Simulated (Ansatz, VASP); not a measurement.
Ta6Si: VASP beside Ansatz

```xyz
7
Lattice="4.6937 0.0000 0.0000 -2.3469 4.0649 0.0000 0.0000 0.0000 21.4882" Properties=species:S:1:pos:R:3 pbc="T T T"
Ta    2.3469    1.3550    4.0000
Ta    0.0000    2.7099    4.9581
Ta    0.0000    0.0000    5.9162
Ta    2.3469    1.3550    6.7997
Ta    0.0000    2.7099    7.6349
Ta    0.0000    0.0000    8.4882
Si    0.7823   -0.4517   10.8882
```

Alike in both runs: task single point; functional PBE; k mesh 6 × 6 × 1; occupations gaussian, width 0.1 eV; collinear spin.

|  | VASP | Ansatz |
| --- | --- | --- |
| version | VASP 6.6.1 | Ansatz 0.2.0 |
| potentials or method | VASP PAW PBE potentials, release 64 (Ta_pv, Si), cutoff 400 eV | scalar-relativistic, plane waves, PAW |
| valence electrons in the cell | 70 | 82 |

|  | VASP | Ansatz | Ansatz less VASP |
| --- | --- | --- | --- |
| gap on the k mesh at the Fermi level (eV) | 0.02 | 0.02 | -0.002 |
| least direct gap on the mesh (eV) | 0.06 | 0.06 | 0.000 |
| rms of the force components (eV/Å) | 0.665 | 0.662 | -0.0031 |
| net moment per atom (μB) | 0.00 | 0.00 | 0.000 |

Atom by atom the forces differ by 0.005 eV/Å (rms over components). VASP's potentials hold 70 valence electrons a cell and Ansatz's 82, so a difference there can come from the potentials and not from the codes. Ansatz's warnings: seeded moment not kept.

Spin-orbit coupling is off throughout.
